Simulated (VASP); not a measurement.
# TiN (Fm-3m) in VASP: further runs

TiN is run at these levels: PBE; tasks: electric field gradients.

Program: VASP 6.6.1. These are calculated values, not measurements. Logs are shortened: lines on timing, memory, paths and dates and some standing lists are left out, and cuts for length are marked.

## Step 1: The cell of the first run

It takes space group Fm-3m (No. 225, cubic). The conventional cell has a = 4.230 Å, b = 4.230 Å, c = 4.230 Å, α = 90.00°, β = 90.00°, γ = 90.00°. Ti (site symmetry m-3m) has 6 N at 2.11 Å within 2.8 Å. Within 2.8 Å of N (site symmetry m-3m) lie 6 Ti at 2.11 Å.

## Step 2: Electric field gradients, PBE (volume scaled by 0.99)

INCAR

```
SYSTEM = TiN
PREC = Accurate
ENCUT = 520
EDIFF = 1E-8
ISMEAR = -1
SIGMA = 0.05
LREAL = .False.
LASPH = .True.
NELM = 100
ALGO = Normal
ISIF = 2
LWAVE = .False.
LCHARG = .False.
GGA = PE
LEFG = .True.
NBANDS = 16
```

KPOINTS

```
regular mesh
0
Gamma
  13 13 13
  0 0 0
```

POSCAR

```
TiN
1.0
    0.0000000000      2.1149029570      2.1149029570
    2.1149029570      0.0000000000      2.1149029570
    2.1149029570      2.1149029570      0.0000000000
Ti N
1 1
Direct
    0.0000000000      0.0000000000      0.0000000000
    0.5000000000      0.5000000000      0.5000000000
```

Potentials or basis: VASP PAW PBE potentials, release 64 (Ti_sv, N).

Run with:

```bash
$ cat potpaw_PBE.64/Ti_sv/POTCAR potpaw_PBE.64/N/POTCAR > POTCAR
$ mpirun -np 1 vasp_std > vasp.out
```

OUTCAR:

```text
SYSTEM = TiN
   PREC = Accurate
   ENCUT = 520
   EDIFF = 1E-8
   ISMEAR = -1
   LREAL = .False.
   LASPH = .True.
   NELM = 100
   ISIF = 2
   GGA = PE

 ion  position               nearest neighbor table
   1  0.000  0.000  0.000-   2 2.11   2 2.11   2 2.11   2 2.11   2 2.11   2 2.11
   2  0.500  0.500  0.500-   1 2.11   1 2.11   1 2.11   1 2.11   1 2.11   1 2.11

  LATTYP: Found a face centered cubic cell.
 ALAT       =     4.2298059140

  Lattice vectors:

 A1 = (   0.0000000000,   2.1149029570,   2.1149029570)
 A2 = (   2.1149029570,   0.0000000000,   2.1149029570)
 A3 = (   2.1149029570,   2.1149029570,   0.0000000000)

Analysis of symmetry for initial positions (statically):
=====================================================================
 Subroutine PRICEL returns:
 Original cell was already a primitive cell.

 Routine SETGRP: Setting up the symmetry group for a
 face centered cubic supercell.

 Subroutine GETGRP returns: Found 48 space group operations
 (whereof 48 operations were pure point group operations)
 out of a pool of 48 trial point group operations.

The static configuration has the point symmetry O_h .

Analysis of symmetry for dynamics (positions and initial velocities):
=====================================================================
 Subroutine PRICEL returns:
 Original cell was already a primitive cell.

 Routine SETGRP: Setting up the symmetry group for a
 face centered cubic supercell.

 Subroutine GETGRP returns: Found 48 space group operations
 (whereof 48 operations were pure point group operations)
 out of a pool of 48 trial point group operations.

The dynamic configuration has the point symmetry O_h .

 Subroutine INISYM returns: Found 48 space group operations
 (whereof 48 operations are pure point group operations),
 and found     1 'primitive' translations

----------------------------------------------------------------------------------------

                                     Primitive cell

  volume of cell :      18.9191

  direct lattice vectors                    reciprocal lattice vectors
     0.000000000  2.114902957  2.114902957    -0.236417467  0.236417467  0.236417467
     2.114902957  0.000000000  2.114902957     0.236417467 -0.236417467  0.236417467
     2.114902957  2.114902957  0.000000000     0.236417467  0.236417467 -0.236417467

  length of vectors
     2.990924445  2.990924445  2.990924445     0.409487065  0.409487065  0.409487065

  position of ions in fractional coordinates (direct lattice)
     0.000000000  0.000000000  0.000000000
     0.500000000  0.500000000  0.500000000

  ion indices of the primitive-cell ions
   primitive index   ion index
                 1           1
                 2           2

----------------------------------------------------------------------------------------

 KPOINTS: regular mesh

Automatic generation of k-mesh.
 Grid dimensions read from file:
 generate k-points for:   13   13   13

 Generating k-lattice:

  Cartesian coordinates                     Fractional coordinates (reciprocal lattice)
    -0.018185959  0.018185959  0.018185959     0.076923077  0.000000000  0.000000000
     0.018185959 -0.018185959  0.018185959     0.000000000  0.076923077  0.000000000
     0.018185959  0.018185959 -0.018185959     0.000000000  0.000000000  0.076923077

  Length of vectors
     0.031499005  0.031499005  0.031499005

  Shift w.r.t. Gamma in fractional coordinates (k-lattice)
     0.000000000  0.000000000  0.000000000

 Subroutine IBZKPT returns following result:
 ===========================================

 Found     84 irreducible k-points:

 Following reciprocal coordinates:
            Coordinates               Weight
  0.000000  0.000000  0.000000      1.000000
  0.076923  0.000000  0.000000      8.000000
  0.153846  0.000000  0.000000      8.000000
  0.230769  0.000000  0.000000      8.000000
  0.307692  0.000000  0.000000      8.000000
  0.384615  0.000000  0.000000      8.000000
[... 16 lines left out ...]
  0.384615  0.153846  0.000000     24.000000
  0.461538  0.153846  0.000000     24.000000
 [... further k-points ...]
   k-points           NKPTS =     84   k-points in BZ     NKDIM =     84   number of bands    NBANDS=     16
   number of dos      NEDOS =    301   number of ions     NIONS =      2
   total plane-waves  NPLWV =  13824
   dimension x,y,z NGX =    24 NGY =   24 NGZ =   24
   dimension x,y,z NGXF=    48 NGYF=   48 NGZF=   48
   ions per type =               1   1
   NGX,Y,Z   is equivalent  to a cutoff of  13.34, 13.34, 13.34 a.u.
   NGXF,Y,Z  is equivalent  to a cutoff of  26.68, 26.68, 26.68 a.u.
 SYSTEM =  TiN
   PREC   = accura    normal or accurate (medium, high low for compatibility)
   ISTART =      0    job   : 0-new  1-cont  2-samecut
   ICHARG =      2    charge: 1-file 2-atom 10-const
   ISPIN  =      1    spin polarized calculation?
   LNONCOLLINEAR =      F non collinear calculations
   LSORBIT =      F    spin-orbit coupling
   LASPH  =      T    aspherical Exc in radial PAW
   ENCUT  =  520.0 eV  38.22 Ry    6.18 a.u.   5.56  5.56  5.56*2*pi/ulx,y,z
   NELM   =    100;   NELMIN=  2; NELMDL= -5     # of ELM steps
   EDIFF  = 0.1E-07   stopping-criterion for ELM
   LREAL  =      F    real-space projection
   EDIFFG = 0.1E-06   stopping-criterion for IOM
   NSW    =      0    number of steps for IOM
   IBRION =     -1    ionic relax: 0-MD 1-quasi-New 2-CG
   NFREE  =      0    steps in history (QN), initial steepest desc. (CG)
   ISIF   =      2    stress and relaxation
   ISYM   =      2    0-nonsym 1-usesym 2-fastsym
   POTIM  = 0.5000    time-step for ionic-motion
   TEBEG  =    0.0;   TEEND  =   0.0 temperature during run
   PSTRESS=    0.0 pullay stress
   NELECT =      17.0000    total number of electrons
   NUPDOWN=      -1.0000    fix difference up-down
   EMIN   =  10.00;   EMAX   =-10.00  energy-range for DOS
   EFERMI =   0.00;   METHOD = LEGACY
   ISMEAR =    -1;   SIGMA  =   0.05  broadening in eV -4-tet -1-fermi 0-gaus
   EFERMI_NEDOS =   21; number of points for ismear=-14 and -15
   IALGO  =     38    algorithm
   IMIX   =      4    mixing-type and parameters
     AMIX     =   0.40;   BMIX     =  1.00
     AMIX_MAG =   1.60;   BMIX_MAG =  1.00
  volume/ion in A,a.u.               =       9.46        63.84
  Fermi-wavevector in a.u.,A,eV,Ry     =   1.579758  2.985311 33.955201  2.495637
  Thomas-Fermi vector in A             =   2.680089
   LORBIT       =      0    0 simple, 1 ext, 2 COOP (PROOUT), +10 PAW based schemes
   GGA     = PE    functional components
   LHFCALC =     F    Hartree Fock is set to
   AEXX    =    0.0000 exact exchange contribution
   IVDW    =     0    specifies the selected vdW correction
   LEPSILON=     F    determine dielectric tensor
   LRPA    =     F    only Hartree local field effects (RPA)
 non-spin polarized calculation
  energy-cutoff  :      520.00
  volume of cell :       18.92
 maximum number of plane-waves:       532
   NGX = 11   NGY = 11   NGZ = 11

 number of electron      17.0000001 magnetization

 Free energy of the ion-electron system (eV)
  ---------------------------------------------------
  ext. energy  EPLUGINS =         0.00000000
  ---------------------------------------------------
  free energy    TOTEN  =       -19.63851950 eV

  energy without entropy =      -19.63169426  energy(sigma->0) =      -19.63510688

 E-fermi :  11.5979     XC(G=0): -13.0666

 val. band max:       11.5003445296   @ k =  -0.1538   0.2308   0.0769
 cond. band min:      11.6156573030   @ k =  -0.1538   0.1538   0.0000
 fundamental gap:      0.1153127734
 Fermi energy:        11.5978568762

 k-point     1 :       0.0000    0.0000    0.0000
  band No.  band energies     occupation
      1     -46.2930      2.00000
      2     -22.2664      2.00000
      3     -22.2664      2.00000
      4     -22.2664      2.00000
      5      -5.5917      2.00000
      6       9.5072      2.00000
[... 8 lines left out ...]
     15      24.7643      0.00000
     16      31.4222      0.00000

 k-point     2 :       0.0769    0.0000    0.0000
  band No.  band energies     occupation
      1     -46.2873      2.00000
      2     -22.3064      2.00000
      3     -22.2697      2.00000
      4     -22.2697      2.00000
      5      -5.4750      2.00000
      6       8.8663      2.00000
[... 8 lines left out ...]
     15      24.8515      0.00000
     16      31.2610      0.00000
[... 387 lines left out ...]
      5      -3.8637      2.00000
      6       4.7652      2.00000
[... 8 lines left out ...]
     15      24.5880      0.00000
     16      26.8456      0.00000

 k-point    24 :       0.4615    0.1538    0.0000
  band No.  band energies     occupation
      1     -46.1902      2.00000
      2     -22.8357      2.00000
      3     -22.3927      2.00000
      4     -22.3607      2.00000
      5      -3.4829      2.00000
      6       4.2430      2.00000
[... 8 lines left out ...]
     15      24.7842      0.00000
     16      25.9965      0.00000

 [... further k-points ...]
[... 5 lines left out ...]
  --------------------------------------------------------------------------------------
  -------------------------------------------------------------------------------------
  Total        0.4599550      0.4599550      0.4599550      0.0000000      0.0000000      0.0000000
  in kB       38.9515355     38.9515355     38.9515355      0.0000000      0.0000000      0.0000000
  external PRESSURE =      38.9515355 kB  Pullay stress =       0.0000000 kB

 VOLUME and BASIS-vectors are now :
 -----------------------------------------------------------------------------
  energy-cutoff  :      520.00
  volume of cell :       18.92
      direct lattice vectors                 reciprocal lattice vectors
     0.000000000  2.114902957  2.114902957    -0.236417467  0.236417467  0.236417467
     2.114902957  0.000000000  2.114902957     0.236417467 -0.236417467  0.236417467
     2.114902957  2.114902957  0.000000000     0.236417467  0.236417467 -0.236417467

 POSITION                                       TOTAL-FORCE (eV/Angst)
 -----------------------------------------------------------------------------------
      0.00000      0.00000      0.00000        -0.000000      0.000000      0.000000
      2.11490      2.11490      2.11490         0.000000     -0.000000     -0.000000
 -----------------------------------------------------------------------------------
    total drift:                                0.000000     -0.000000     -0.000000

  FREE ENERGIE OF THE ION-ELECTRON SYSTEM (eV)
  ---------------------------------------------------
  free  energy   TOTEN  =       -19.6385194957 eV

  energy  without entropy=      -19.6316942630  energy(sigma->0) =      -19.63510688

 Electric field gradients (V/A^2)
---------------------------------------------------------------------
 ion       V_xx      V_yy      V_zz      V_xy      V_xz      V_yz
---------------------------------------------------------------------
   1      -0.000     0.000    -0.000     0.001     0.001     0.001
   2       0.000     0.000     0.000    -0.001    -0.001    -0.001
---------------------------------------------------------------------

 Electric field gradients after diagonalization (V/A^2)
 (convention: |V_zz| > |V_xx| > |V_yy|)
----------------------------------------------------------------------
 ion       V_xx      V_yy      V_zz     asymmetry (V_yy - V_xx)/ V_zz
----------------------------------------------------------------------
   1      -0.001    -0.001     0.002       0.000
   2       0.001     0.001    -0.001       0.000
----------------------------------------------------------------------

           NMR quadrupolar parameters

 Cq : quadrupolar parameter    Cq=e*Q*V_zz/h
 eta: asymmetry parameters     (V_yy - V_xx)/ V_zz
 Q  : nuclear electric quadrupole moment in mb (millibarn)
----------------------------------------------------------------------
 ion       Cq(MHz)       eta       Q (mb)
----------------------------------------------------------------------
   1       0.000       0.000       1.000
   2      -0.000       0.000       1.000
----------------------------------------------------------------------
```

It took 50 s on 1 thread of Intel Xeon 8259CL, shared host; peak memory 0.15 GiB.

Results:

```yaml
Free_energy: -19.6385 eV
Pressure: 3.9 GPa
```

Caveat: without QUAD_EFG the Cq values of the log hold for a quadrupole moment of 1 mb, not for the nuclei.

(Continued in part 2 of 4.)
